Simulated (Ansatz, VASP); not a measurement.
**TiAl: VASP beside Ansatz**

```
Ti Al
1.0
     2.76499    0.00000    0.00000
     0.00000    2.76499    0.00000
     0.00000    0.00000    4.00238
Ti Al
1 1
Direct
  0.00000 0.00000 0.00000
  0.50000 0.50000 0.50000
```

Alike in both runs: functional LDA; k mesh 20 × 20 × 14; occupations gaussian, width 0.1 eV; no spin polarisation.

Ansatz relaxed the structure, and its values are those at the end. VASP's run is a single point on that final structure, the one shown.

```csv
,VASP,Ansatz
version,VASP 6.6.1,Ansatz 0.2.0
potentials or method,"VASP PAW LDA potentials, release 64 (Ti_sv, Al)","scalar-relativistic, plane waves, PAW"
plane-wave cutoff (eV),520,420
valence electrons in the cell,15,15
```

```csv
,VASP,Ansatz,Ansatz less VASP
gap on the k mesh at the Fermi level (eV),none,none,-
pressure (GPa),0.1,0.0,-0.14
```

LDA's correlation is that of Perdew and Zunger in VASP and of Perdew and Wang (1992) in Ansatz. A gap of «none» marks a metal or a gap that the smearing closes.
